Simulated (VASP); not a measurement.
# BeS (Fm-3m) in VASP: further runs

BeS is run at these levels: PBE-based screened hybrid with 20 % exact exchange, PBE-based screened hybrid with 75 % exact exchange, PBE-based screened hybrid with 15 % exact exchange; tasks: single point.

Everything below comes from runs of VASP 6.6.1. Logs are shortened: lines on timing, memory, paths and dates and some standing lists are left out, and cuts for length are marked.

### Step 1. The cell of the first run

The structure is cubic, space group Fm-3m (No. 225). The conventional cell has a = 4.635 Å, b = 4.635 Å, c = 4.635 Å, α = 90.00°, β = 90.00°, γ = 90.00°. Be (site symmetry m-3m) has 6 S at 2.32 Å within 3.1 Å. Within 3.1 Å of S (site symmetry m-3m) lie 6 Be at 2.32 Å.

### Step 2. Single point, PBE-based screened hybrid with 20 % exact exchange

Contents of POSCAR:

```
BeS
1.0
    0.0000000000      2.3172971969      2.3172971969
    2.3172971969      0.0000000000      2.3172971969
    2.3172971969      2.3172971969      0.0000000000
Be S
1 1
Direct
    0.0000000000      0.0000000000      0.0000000000
    0.5000000000      0.5000000000      0.5000000000
```

Contents of INCAR.step1:

```
SYSTEM = BeS
PREC = Accurate
ENCUT = 520
EDIFF = 1E-5
ISMEAR = 0
SIGMA = 0.01
LREAL = .FALSE.
LASPH = .TRUE.
NELM = 100
ALGO = Normal
ISIF = 2
LWAVE = .TRUE.
LCHARG = .FALSE.
NBANDS = 11
GGA = PE
```

Contents of INCAR.step2:

```
SYSTEM = BeS
PREC = Accurate
ENCUT = 520
EDIFF = 1E-6
ISMEAR = 0
SIGMA = 0.01
LREAL = .FALSE.
LASPH = .TRUE.
NELM = 100
ALGO = Normal
ISIF = 2
LWAVE = .FALSE.
LCHARG = .FALSE.
GGA = PE
LHFCALC = .TRUE.
AEXX = 0.2
HFSCREEN = 0.5
PRECFOCK = Normal
NBANDS = 11
ISTART = 1
```

Contents of KPOINTS:

```
Automatic mesh
0
G
  4 4 4
  0 0 0
```

Potentials or basis: VASP PAW PBE potentials, release 64 (Be, S).

Started as:

```console
$ cat potpaw_PBE.64/Be/POTCAR potpaw_PBE.64/S/POTCAR > POTCAR
$ cp INCAR.step1 INCAR
$ mpirun -np 1 vasp_std > vasp.out
$ cp INCAR.step2 INCAR
$ mpirun -np 1 vasp_std > vasp.out
```

OUTCAR:

```text
SYSTEM = BeS
   PREC = Accurate
   ENCUT = 520
   EDIFF = 1E-6
   ISMEAR = 0
   LREAL = .FALSE.
   LASPH = .TRUE.
   NELM = 100
   ISIF = 2
   GGA = PE
   LHFCALC = .TRUE.
   AEXX = 0.2
   HFSCREEN = 0.5
   PRECFOCK = Normal
   ISTART = 1

 ion  position               nearest neighbor table
   1  0.000  0.000  0.000-   2 2.32   2 2.32   2 2.32   2 2.32   2 2.32   2 2.32
   2  0.500  0.500  0.500-   1 2.32   1 2.32   1 2.32   1 2.32   1 2.32   1 2.32

  LATTYP: Found a face centered cubic cell.
 ALAT       =     4.6345943938

  Lattice vectors:

 A1 = (   0.0000000000,   2.3172971969,   2.3172971969)
 A2 = (   2.3172971969,   0.0000000000,   2.3172971969)
 A3 = (   2.3172971969,   2.3172971969,   0.0000000000)

Analysis of symmetry for initial positions (statically):
=====================================================================
 Subroutine PRICEL returns:
 Original cell was already a primitive cell.

 Routine SETGRP: Setting up the symmetry group for a
 face centered cubic supercell.

 Subroutine GETGRP returns: Found 48 space group operations
 (whereof 48 operations were pure point group operations)
 out of a pool of 48 trial point group operations.

The static configuration has the point symmetry O_h .

Analysis of symmetry for dynamics (positions and initial velocities):
=====================================================================
 Subroutine PRICEL returns:
 Original cell was already a primitive cell.

 Routine SETGRP: Setting up the symmetry group for a
 face centered cubic supercell.

 Subroutine GETGRP returns: Found 48 space group operations
 (whereof 48 operations were pure point group operations)
 out of a pool of 48 trial point group operations.

The dynamic configuration has the point symmetry O_h .

 Subroutine INISYM returns: Found 48 space group operations
 (whereof 48 operations are pure point group operations),
 and found     1 'primitive' translations

----------------------------------------------------------------------------------------

                                     Primitive cell

  volume of cell :      24.8872

  direct lattice vectors                    reciprocal lattice vectors
     0.000000000  2.317297197  2.317297197    -0.215768612  0.215768612  0.215768612
     2.317297197  0.000000000  2.317297197     0.215768612 -0.215768612  0.215768612
     2.317297197  2.317297197  0.000000000     0.215768612  0.215768612 -0.215768612

  length of vectors
     3.277153124  3.277153124  3.277153124     0.373722199  0.373722199  0.373722199

  position of ions in fractional coordinates (direct lattice)
     0.000000000  0.000000000  0.000000000
     0.500000000  0.500000000  0.500000000

  ion indices of the primitive-cell ions
   primitive index   ion index
                 1           1
                 2           2

----------------------------------------------------------------------------------------

 KPOINTS: Automatic mesh

Automatic generation of k-mesh.
 Grid dimensions read from file:
 generate k-points for:    4    4    4

 Generating k-lattice:

  Cartesian coordinates                     Fractional coordinates (reciprocal lattice)
    -0.053942153  0.053942153  0.053942153     0.250000000  0.000000000  0.000000000
     0.053942153 -0.053942153  0.053942153     0.000000000  0.250000000  0.000000000
     0.053942153  0.053942153 -0.053942153     0.000000000  0.000000000  0.250000000

  Length of vectors
     0.093430550  0.093430550  0.093430550

  Shift w.r.t. Gamma in fractional coordinates (k-lattice)
     0.000000000  0.000000000  0.000000000

 Subroutine IBZKPT returns following result:
 ===========================================

 Found      8 irreducible k-points:

 Following reciprocal coordinates:
            Coordinates               Weight
  0.000000  0.000000  0.000000      1.000000
  0.250000  0.000000  0.000000      8.000000
  0.500000  0.000000  0.000000      4.000000
  0.250000  0.250000  0.000000      6.000000
  0.500000  0.250000  0.000000     24.000000
 -0.250000  0.250000  0.000000     12.000000
  0.500000  0.500000  0.000000      3.000000
 -0.250000  0.500000  0.250000      6.000000
   k-points           NKPTS =      8   k-points in BZ     NKDIM =     64   number of bands    NBANDS=     11
   number of dos      NEDOS =    301   number of ions     NIONS =      2
   total plane-waves  NPLWV =  13824
   dimension x,y,z NGX =    24 NGY =   24 NGZ =   24
   dimension x,y,z NGXF=    48 NGYF=   48 NGZF=   48
   ions per type =               1   1
   NGX,Y,Z   is equivalent  to a cutoff of  12.17, 12.17, 12.17 a.u.
   NGXF,Y,Z  is equivalent  to a cutoff of  24.35, 24.35, 24.35 a.u.
 SYSTEM =  BeS
   PREC   = accura    normal or accurate (medium, high low for compatibility)
   ISTART =      1    job   : 0-new  1-cont  2-samecut
   ICHARG =      0    charge: 1-file 2-atom 10-const
   ISPIN  =      1    spin polarized calculation?
   LNONCOLLINEAR =      F non collinear calculations
   LSORBIT =      F    spin-orbit coupling
   LASPH  =      T    aspherical Exc in radial PAW
   ENCUT  =  520.0 eV  38.22 Ry    6.18 a.u.   6.09  6.09  6.09*2*pi/ulx,y,z
   NELM   =    100;   NELMIN=  2; NELMDL=  0     # of ELM steps
   EDIFF  = 0.1E-05   stopping-criterion for ELM
   LREAL  =      F    real-space projection
   EDIFFG = 0.1E-04   stopping-criterion for IOM
   NSW    =      0    number of steps for IOM
   IBRION =     -1    ionic relax: 0-MD 1-quasi-New 2-CG
   NFREE  =      0    steps in history (QN), initial steepest desc. (CG)
   ISIF   =      2    stress and relaxation
   ISYM   =      3    0-nonsym 1-usesym 2-fastsym
   POTIM  = 0.5000    time-step for ionic-motion
   TEBEG  =    0.0;   TEEND  =   0.0 temperature during run
   PSTRESS=    0.0 pullay stress
   NELECT =       8.0000    total number of electrons
   NUPDOWN=      -1.0000    fix difference up-down
   EMIN   =  10.00;   EMAX   =-10.00  energy-range for DOS
   EFERMI =   0.00;   METHOD = LEGACY
   ISMEAR =     0;   SIGMA  =   0.01  broadening in eV -4-tet -1-fermi 0-gaus
   EFERMI_NEDOS =   21; number of points for ismear=-14 and -15
   IALGO  =     38    algorithm
   IMIX   =      1    mixing-type and parameters
     AMIX     =   0.40;   BMIX     =  1.00
     AMIX_MAG =   1.60;   BMIX_MAG =  1.00
  volume/ion in A,a.u.               =      12.44        83.97
  Fermi-wavevector in a.u.,A,eV,Ry     =   1.121450  2.119232 17.111356  1.257649
  Thomas-Fermi vector in A             =   2.258103
   LORBIT       =      0    0 simple, 1 ext, 2 COOP (PROOUT), +10 PAW based schemes
   GGA     = PE    functional components
   LHFCALC =     T    Hartree Fock is set to
   PRECFOCK=normal    Normal, Fast or Accurate (Low or Medium for compatibility)
   ENCUT4O =  -1.0   cutoff for four orbital integrals eV
   NKREDX  =     1    reduce k-point grid by
   NKREDY  =     1    reduce k-point grid by
   NKREDZ  =     1    reduce k-point grid by
   AEXX    =    0.2000 exact exchange contribution
   HFSCREEN=    0.5000 screening length (either q_TF or 0.3 A-1)
   HFSCREENC=   0.5000 screening length for correlation (either q_TF or 0.3 A-1)
   ENCUTFOCK=  -1.0 apply spherical cutoff to Coloumb kernel
   IVDW    =     0    specifies the selected vdW correction
   LEPSILON=     F    determine dielectric tensor
   LRPA    =     F    only Hartree local field effects (RPA)
 non-spin polarized calculation
 Gauss-broadening in eV      SIGMA  =   0.01
  energy-cutoff  :      520.00
  volume of cell :       24.89
 maximum number of plane-waves:       692
  NGX = 20; NGY = 20; NGZ = 20

 number of electron       7.9999998 magnetization

 Free energy of the ion-electron system (eV)
  ---------------------------------------------------
  ext. energy  EPLUGINS =         0.00000000
  ---------------------------------------------------
  free energy    TOTEN  =        -9.30389979 eV

  energy without entropy =       -9.30389979  energy(sigma->0) =       -9.30389979

 E-fermi :   6.1699     XC(G=0):  -9.4727

 val. band max:        6.1274090043   @ k =   0.0000   0.0000   0.0000
 cond. band min:       7.6235761269   @ k =   0.5000   0.5000   0.0000
 fundamental gap:      1.4961671226
 Fermi energy:         6.1698548082

 k-point     1 :       0.0000    0.0000    0.0000
  band No.  band energies     occupation
      1      -9.5828      2.00000
      2       6.1274      2.00000
      3       6.1274      2.00000
      4       6.1274      2.00000
      5      12.1905      0.00000
      6      15.6839      0.00000
      7      15.6839      0.00000
      8      15.6839      0.00000
      9      16.6109      0.00000
     10      16.6109      0.00000
     11      16.6109      0.00000

 k-point     2 :       0.2500    0.0000    0.0000
  band No.  band energies     occupation
      1      -8.6465      2.00000
      2       2.1489      2.00000
      3       5.9439      2.00000
      4       5.9439      2.00000
      5      11.9835      0.00000
      6      12.6072      0.00000
      7      12.6072      0.00000
      8      16.6349      0.00000
      9      17.9110      0.00000
     10      18.1662      0.00000
     11      18.1662      0.00000

 k-point     3 :       0.5000    0.0000    0.0000
  band No.  band energies     occupation
      1      -7.1818      2.00000
      2      -1.1457      2.00000
      3       5.8915      2.00000
      4       5.8915      2.00000
      5      10.7177      0.00000
      6      10.7177      0.00000
      7      10.9397      0.00000
      8      17.1871      0.00000
      9      22.6383      0.00000
     10      22.6383      0.00000
     11      22.8842      0.00000
[... 43 lines left out ...]
 k-point     7 :       0.5000    0.5000    0.0000
  band No.  band energies     occupation
      1      -6.0824      2.00000
      2      -0.6594      2.00000
      3       3.1092      2.00000
      4       3.1092      2.00000
      5       7.6236      0.00000
      6      11.0568      0.00000
      7      18.8983      0.00000
      8      18.8983      0.00000
      9      20.8063      0.00000
     10      22.4008      0.00000
     11      25.2742      0.00000

 k-point     8 :      -0.2500    0.5000    0.2500
  band No.  band energies     occupation
      1      -6.0482      2.00000
      2       0.7663      2.00000
      3       0.7663      2.00000
      4       2.3155      2.00000
      5      11.7042      0.00000
      6      12.3909      0.00000
      7      16.2084      0.00000
      8      16.2084      0.00000
      9      20.3816      0.00000
     10      20.3816      0.00000
     11      25.3842      0.00000

------------------------ aborting loop because EDIFF is reached ----------------------------------------

  FORCE on cell =-STRESS in cart. coord.  units (eV):
  Direction    XX          YY          ZZ          XY          YZ          ZX
  --------------------------------------------------------------------------------------
  -------------------------------------------------------------------------------------
  Total        0.0137058      0.0137058      0.0137058      0.0000000      0.0000000      0.0000000
  in kB        0.8823471      0.8823471      0.8823471      0.0000000      0.0000000      0.0000000
  external PRESSURE =       0.8823471 kB  Pullay stress =       0.0000000 kB

 VOLUME and BASIS-vectors are now :
 -----------------------------------------------------------------------------
  energy-cutoff  :      520.00
  volume of cell :       24.89
      direct lattice vectors                 reciprocal lattice vectors
     0.000000000  2.317297197  2.317297197    -0.215768612  0.215768612  0.215768612
     2.317297197  0.000000000  2.317297197     0.215768612 -0.215768612  0.215768612
     2.317297197  2.317297197  0.000000000     0.215768612  0.215768612 -0.215768612

 POSITION                                       TOTAL-FORCE (eV/Angst)
 -----------------------------------------------------------------------------------
      0.00000      0.00000      0.00000        -0.000000     -0.000000     -0.000000
      2.31730      2.31730      2.31730         0.000000      0.000000      0.000000
 -----------------------------------------------------------------------------------
    total drift:                               -0.000000     -0.000000     -0.000000

  FREE ENERGIE OF THE ION-ELECTRON SYSTEM (eV)
  ---------------------------------------------------
  free  energy   TOTEN  =        -9.3038997880 eV

  energy  without entropy=       -9.3038997880  energy(sigma->0) =       -9.30389979
```

Wall time 86 s (1 thread of Intel Xeon 8259CL, shared host); peak memory 0.23 GiB.

Results:

| Quantity | Value |
| --- | --- |
| Free energy | -9.3039 eV |
| Pressure | 0.1 GPa |
| Band gap on the k mesh | 1.50 eV (least direct gap 4.51 eV) |

Levels at points of the mesh, in eV from the valence-band top:
```
           k point  band 2  band 3  band 4  band 5  band 6  band 7
(0.00, 0.00, 0.00)    0.00    0.00    0.00    6.06    9.56    9.56
(0.50, 0.00, 0.00)   -7.27   -0.24   -0.24    4.59    4.59    4.81
(0.50, 0.50, 0.00)   -6.79   -3.02   -3.02    1.50    4.93   12.77
```

Caveat: the k points lie up to 0.59 Å⁻¹ apart; the PAW data sets were made with another functional, which shifts forces and pressure a little. A k mesh can miss the band edges.

(Continued in part 2 of 2.)
